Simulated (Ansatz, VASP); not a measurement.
Na3Al in VASP and in Ansatz

Contents of INCAR:

```
  ALGO = Normal
  EDIFF = 1E-6
  ENCUT = 520
  GGA = PE
  ISIF = 2
  ISMEAR = -1
  LASPH = True
  LCHARG = True
  LELF = True
  LREAL = False
  LVHAR = True
  LWAVE = False
  NBANDS = 20
  NELM = 80
  PREC = Accurate
  SIGMA = 0.05
```

KPOINTS

```
k-points
0
Gamma
  6 6 6
```

The input POSCAR:

```
Na3Al
1.0
    0.0000000000      3.8330040000      3.8330040000
    3.8330040000      0.0000000000      3.8330040000
    3.8330040000      3.8330040000      0.0000000000
Al Na
1 3
Direct
    0.0000000000      0.0000000000      0.0000000000
    0.5000000000      0.5000000000      0.5000000000
    0.7500000000      0.7500000000      0.7500000000
    0.2500000000      0.2500000000      0.2500000000
```

The input input.yaml:

```yaml
crystal:
  lattice:
    - [0.0, 3.833004, 3.833004]
    - [3.833004, 0.0, 3.833004]
    - [3.833004, 3.833004, 0.0]
  atoms:
    - { symbol: Al, position: [0.0, 0.0, 0.0] }
    - { symbol: Na, position: [0.5, 0.5, 0.5] }
    - { symbol: Na, position: [0.75, 0.75, 0.75] }
    - { symbol: Na, position: [0.25, 0.25, 0.25] }
hamiltonian:
  xc: pbe
  pseudopotentials: { kind: paw }
kpoints:
  mp_grid: { grid: [6, 6, 6] }
scf:
  occupations: { method: fermi_dirac, width: 0.05 }
output:
  forces: true
  stress: true
  eigenvalues: true
```

Alike in both runs: task single point; functional PBE; k mesh 6 × 6 × 6; occupations fermi-dirac, width 0.05 eV; no spin polarisation.

|  | VASP | Ansatz |
| --- | --- | --- |
| version | VASP 6.6.1 | Ansatz 0.2.0 |
| potentials or method | VASP PAW PBE potentials, release 64 (Al, Na_pv) | Ansatz PAW |
| plane-wave cutoff (eV) | 520 | 420 |
| valence electrons in the cell | 24 | 30 |

|  | VASP | Ansatz | Ansatz less VASP |
| --- | --- | --- | --- |
| gap on the k mesh at the Fermi level (eV) | none | none | - |
| pressure (GPa) | 0.1 | 0.1 | -0.01 |

A gap of «none» marks a metal or a gap that the smearing closes. VASP's potentials hold 24 valence electrons a cell and Ansatz's 30, so a difference there can come from the potentials and not from the codes.
